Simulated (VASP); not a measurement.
Crystal: Na.

```
CELL_PARAMETERS angstrom
3.76700 0.00000 0.00000
-1.88350 3.26232 0.00000
0.00000 0.00000 6.15400
ATOMIC_POSITIONS crystal
Na 0.66667 0.33333 0.75000
Na 0.33333 0.66667 0.25000
```

* Program: VASP 6.6.1
* Task: relaxation of cell and atoms
* Functional: PBEsol
* Dispersion: D4
* Potentials or basis: VASP PAW PBE potentials, release 64 (Na_pv)
* Cutoff: 600 eV
* k mesh: 8 × 8 × 5
* Occupations: fermi-dirac, width 0.05 eV
* Spin: no spin polarisation

At the start: pressure -0.3 GPa; volume 37.81 Å³/atom.

Task: Where does the relaxation end?

Result: Over 6 steps the energy falls by 2.1 meV/atom and the volume is 36.11 Å³/atom (-4.5 %); space group P6_3/mmc (No. 194, to 0.05 Å).

Step by step:
| step | energy change (eV) | largest force (eV/Å) | pressure (GPa) | volume (Å³) |
| --- | --- | --- | --- | --- |
| 1 | 0.0000 | 0.0000 | -0.33 | 75.63 |
| 2 | -0.0017 | 0.0000 | -0.25 | 74.79 |
| 3 | -0.0041 | 0.0000 | -0.01 | 72.30 |
| 4 | -0.0041 | 0.0000 | 0.03 | 72.09 |
| 5 | -0.0041 | 0.0000 | 0.01 | 72.19 |
| 6 | -0.0041 | 0.0000 | 0.01 | 72.23 |

Final structure:
```yaml
crystal:
  lattice:
    - [3.72591, 0.00000, 0.00000]
    - [-1.86295, 3.22673, 0.00000]
    - [0.00000, 0.00000, 6.00760]
  atoms:
    - { symbol: Na, position: [0.66667, 0.33333, 0.75000] }
    - { symbol: Na, position: [0.33333, 0.66667, 0.25000] }
```

Caveat: the PAW data sets were made with another functional, which shifts forces and pressure a little; pairwise dispersion overbinds metals, which lowers pressure and volume.
